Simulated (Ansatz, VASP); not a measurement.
One calculation of InP, two programs

INCAR

```
SYSTEM = InP
ALGO = Normal
EDIFF = 1E-6
ENCUT = 520
GGA = PE
ISIF = 2
ISMEAR = 0
LASPH = .TRUE.
LCHARG = .FALSE.
LREAL = .FALSE.
LWAVE = .FALSE.
NBANDS = 16
NELM = 60
PREC = Accurate
SIGMA = 0.01
```

KPOINTS

```
k-points
0
G
  6 6 6
  0 0 0
```

The input POSCAR:

```
InP
1.0
    0.0000000000      2.9800342627      2.9800342627
    2.9800342627      0.0000000000      2.9800342627
    2.9800342627      2.9800342627      0.0000000000
In P
1 1
Direct
    0.0000000000      0.0000000000      0.0000000000
    0.2500000000      0.2500000000      0.2500000000
```

Input for Ansatz:

```yaml
crystal:
  lattice:
    - [0.0, 2.9800342627, 2.9800342627]
    - [2.9800342627, 0.0, 2.9800342627]
    - [2.9800342627, 2.9800342627, 0.0]
  atoms:
    - { symbol: In, position: [0.0, 0.0, 0.0] }
    - { symbol: P, position: [0.25, 0.25, 0.25] }
kpoints:
  mp_grid: { grid: [6, 6, 6] }
hamiltonian:
  xc: pbe
scf:
  occupations: { method: fixed }
  n_extra_bands: 4
output:
  forces: true
  stress: true
  eigenvalues: true
```

Alike in both runs: task single point; functional PBE; k mesh 6 × 6 × 6; no spin polarisation.

|  | VASP | Ansatz |
| --- | --- | --- |
| version | VASP 6.6.1 | Ansatz 0.2.0 |
| potentials or method | VASP PAW PBE potentials, release 64 (In_d, P) | plane waves, PAW |
| plane-wave cutoff (eV) | 520 | 420 |
| occupations | gaussian, width 0.01 eV | fixed |
| valence electrons in the cell | 18 | 18 |

Ansatz gave:

- gap on the k mesh at the Fermi level (eV): 0.44
- pressure (GPa): 0.0

Task: What did VASP give for the same quantities?

Result: gap on the k mesh at the Fermi level (eV): 0.43; pressure (GPa): -0.1.
